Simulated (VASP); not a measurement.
Write the native input for VASP 6.6.1 that does the following.

```yaml
Task: single point
Functional: r2SCAN
Potentials_or_basis: VASP PAW PBE potentials, release 64 (Hf_pv)
Cutoff: 520 eV
k_mesh: 7 × 7 × 4
Occupations: fermi-dirac, width 0.1 eV
Spin: no spin polarisation
Dipole_correction: no
Further_INCAR_settings: ALGO = Normal; EDIFF = 1e-06; NBANDS = 17
```

Crystal: Hf.

```
Hf
1.0
     3.19873    0.00000    0.00000
    -1.59937    2.77018    0.00000
     0.00000    0.00000    5.05050
Hf
2
Direct
  0.33333 0.66667 0.25000
  0.66667 0.33333 0.75000
```

One way to write it, as run:

POSCAR

```
Hf
1.0
    3.1987335297      0.0000000000      0.0000000000
   -1.5993667648      2.7701844966      0.0000000000
    0.0000000000      0.0000000000      5.0505021987
Hf
2
Direct
    0.3333333333      0.6666666667      0.2500000000
    0.6666666667      0.3333333333      0.7500000000
```

INCAR.step1

```
SYSTEM = Hf
PREC     = Accurate       ! precision mode
ENCUT    = 520            ! plane-wave cutoff, eV
ISMEAR   = -1             ! smearing method
SIGMA    = 0.1            ! smearing width, eV
LREAL    = .FALSE.        ! projectors in reciprocal space
LASPH    = .TRUE.         ! aspherical terms in the spheres
NELM     = 60             ! most SCF steps
NBANDS   = 17             ! bands
GGA      = PE             ! functional
ALGO     = Normal         ! electronic algorithm
EDIFF    = 1E-4           ! SCF threshold, eV
LWAVE    = .TRUE.         ! write WAVECAR
LCHARG   = .FALSE.        ! write CHGCAR
```

INCAR.step2

```
SYSTEM = Hf
PREC     = Accurate       ! precision mode
ENCUT    = 520            ! plane-wave cutoff, eV
EDIFF    = 1E-6           ! SCF threshold, eV
ISMEAR   = -1             ! smearing method
SIGMA    = 0.1            ! smearing width, eV
LREAL    = .FALSE.        ! projectors in reciprocal space
LASPH    = .TRUE.         ! aspherical terms in the spheres
NELM     = 60             ! most SCF steps
ALGO     = Normal         ! electronic algorithm
ISIF     = 2              ! what is computed and relaxed
LWAVE    = .FALSE.        ! write WAVECAR
LCHARG   = .TRUE.         ! write CHGCAR
METAGGA  = R2SCAN         ! meta-GGA
LMIXTAU  = .TRUE.       
LELF     = .TRUE.         ! ELF
LVHAR    = .TRUE.       
NBANDS   = 17             ! bands
ISTART   = 1
```

KPOINTS

```
Automatic mesh
0
G
  7 7 4
  0 0 0
```

Potentials or basis: VASP PAW PBE potentials, release 64 (Hf_pv).

The run is started by

```bash
$ cat potpaw_PBE.64/Hf_pv/POTCAR > POTCAR
$ cp INCAR.step1 INCAR
$ mpirun -np 1 vasp_std > vasp.out
$ cp INCAR.step2 INCAR
$ mpirun -np 1 vasp_std > vasp.out
```

Results of the run:

```
Pressure               : -0.6 GPa
Band gap on the k mesh : zero (band 10 reaches 6.16 eV, above the bottom of band 11 at 4.50 eV)
```

Caveat: the PAW data sets were made with another functional, which shifts forces and pressure a little; spin-orbit coupling is left out, which moves the levels of the heavy elements.

Run time: 110 s on 1 thread of AMD EPYC 7R43 64-Core Processor (Zen 3), with other jobs on the host, peak memory 0.14 GiB.
